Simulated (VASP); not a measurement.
Input of a VASP 6.6.1 run:

File INCAR:

```
PREC     = Accurate       # precision mode
ENCUT    = 520            # plane-wave cutoff, eV
EDIFF    = 1E-6           # SCF threshold, eV
ISMEAR   = -1             # smearing method
SIGMA    = 0.01           # smearing width, eV
LREAL    = Auto         
LASPH    = T              # aspherical terms in the spheres
NELM     = 80             # most SCF steps
ALGO     = Normal         # electronic algorithm
ISIF     = 2              # what is computed and relaxed
LWAVE    = F              # write WAVECAR
LCHARG   = F              # write CHGCAR
GGA      = PE             # functional
IBRION   = 2              # ionic algorithm
NSW      = 100            # ionic steps
EDIFFG   = -0.03          # ionic threshold
```

KPOINTS

```
Automatic mesh
0
Gamma
  1 1 1
  0.25 0.25 0.25
```

File POSCAR:

```
BN
1.0
    7.4650312800      0.0000000000      0.0000000000
   -3.7325156400      6.4649067300      0.0000000000
    0.0000000000      0.0000000000      6.4954828800
B N
18 18
Direct
    0.1111111100      0.2222222233      0.2500000000
    0.2222222233      0.1111111100      0.7500000000
    0.1111111100      0.5555555567      0.2500000000
    0.2222222233      0.4444444433      0.7500000000
    0.1111111100      0.8888888900      0.2500000000
    0.2222222233      0.7777777767      0.7500000000
    0.4444444433      0.2222222233      0.2500000000
    0.5555555567      0.1111111100      0.7500000000
    0.4444444433      0.5555555567      0.2500000000
    0.5555555567      0.4444444433      0.7500000000
    0.4444444433      0.8888888900      0.2500000000
    0.5555555567      0.7777777767      0.7500000000
    0.7777777767      0.2222222233      0.2500000000
    0.8888888900      0.1111111100      0.7500000000
    0.7777777767      0.5555555567      0.2500000000
    0.8888888900      0.4444444433      0.7500000000
    0.7777777767      0.8888888900      0.2500000000
    0.8888888900      0.7777777767      0.7500000000
    0.1111111100      0.2222222233      0.7500000000
    0.2222222233      0.1111111100      0.2500000000
    0.1111111100      0.5555555567      0.7500000000
    0.2222222233      0.4444444433      0.2500000000
    0.1111111100      0.8888888900      0.7500000000
    0.2222222233      0.7777777767      0.2500000000
    0.4444444433      0.2222222233      0.7500000000
    0.5555555567      0.1111111100      0.2500000000
    0.4444444433      0.5555555567      0.7500000000
    0.5555555567      0.4444444433      0.2500000000
    0.4444444433      0.8888888900      0.7500000000
    0.5555555567      0.7777777767      0.2500000000
    0.7777777767      0.2222222233      0.7500000000
    0.8888888900      0.1111111100      0.2500000000
    0.7777777767      0.5555555567      0.7500000000
    0.8888888900      0.4444444433      0.2500000000
    0.7777777767      0.8888888900      0.7500000000
    0.8888888900      0.7777777767      0.2500000000
```

Potentials or basis: VASP PAW PBE potentials, release 64 (B, N).

The run is started by

```console
$ cat potpaw_PBE.64/B/POTCAR potpaw_PBE.64/N/POTCAR > POTCAR
$ mpirun -np 1 vasp_std > vasp.out
```

Question: What does it give for the band gap on the k mesh?

Answer: 4.82 eV.

Final structure:
```
B N
1.0
     7.46503    0.00000    0.00000
    -3.73252    6.46491    0.00000
     0.00000    0.00000    6.49548
B N
18 18
Direct
  0.11111 0.22222 0.25000
  0.22222 0.11111 0.75000
  0.11111 0.55556 0.25000
  0.22222 0.44444 0.75000
  0.11111 0.88889 0.25000
  0.22222 0.77778 0.75000
  0.44444 0.22222 0.25000
  0.55556 0.11111 0.75000
  0.44444 0.55556 0.25000
  0.55556 0.44444 0.75000
  0.44444 0.88889 0.25000
  0.55556 0.77778 0.75000
  0.77778 0.22222 0.25000
  0.88889 0.11111 0.75000
  0.77778 0.55556 0.25000
  0.88889 0.44444 0.75000
  0.77778 0.88889 0.25000
  0.88889 0.77778 0.75000
  0.11111 0.22222 0.75000
  0.22222 0.11111 0.25000
  0.11111 0.55556 0.75000
  0.22222 0.44444 0.25000
  0.11111 0.88889 0.75000
  0.22222 0.77778 0.25000
  0.44444 0.22222 0.75000
  0.55556 0.11111 0.25000
  0.44444 0.55556 0.75000
  0.55556 0.44444 0.25000
  0.44444 0.88889 0.75000
  0.55556 0.77778 0.25000
  0.77778 0.22222 0.75000
  0.88889 0.11111 0.25000
  0.77778 0.55556 0.75000
  0.88889 0.44444 0.25000
  0.77778 0.88889 0.75000
  0.88889 0.77778 0.25000
```

Caveat: the k points lie up to 0.97 Å⁻¹ apart; the relaxation stopped at its first step, so nothing moved. A k mesh can miss the band edges.
